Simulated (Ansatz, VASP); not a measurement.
**Two plane-wave programs on BeS**

```xyz
4
Lattice="3.2329 0.0000 0.0000 -1.6164 2.7997 0.0000 0.0000 0.0000 5.1479" Properties=species:S:1:pos:R:3 pbc="T T T"
Be    0.0000    0.0000    0.0000
Be    0.0000    0.0000    2.5740
S     0.0000    1.8665    1.2870
S     1.6164    0.9332    3.8610
```

Alike in both runs: task single point; functional r2SCAN; k mesh 9 × 9 × 4; no spin polarisation.

|  | VASP | Ansatz |
| --- | --- | --- |
| version | VASP 6.6.1 | Ansatz 0.2.0 |
| potentials or method | VASP PAW PBE potentials, release 64 (Be, S) | plane waves, PAW |
| plane-wave cutoff (eV) | 520 | 500 |
| occupations | gaussian, width 0.01 eV | fixed |
| valence electrons in the cell | 16 | 16 |

```tsv
	VASP	Ansatz	Ansatz less VASP
gap on the k mesh at the Fermi level (eV)	1.75	1.74	-0.008
pressure (GPa)	7.8	7.8	+0.02
traceless stress, the component that is largest in VASP (GPa)	-0.14	-0.13	+0.014
```

VASP's potentials were made for PBE, not for r2SCAN.
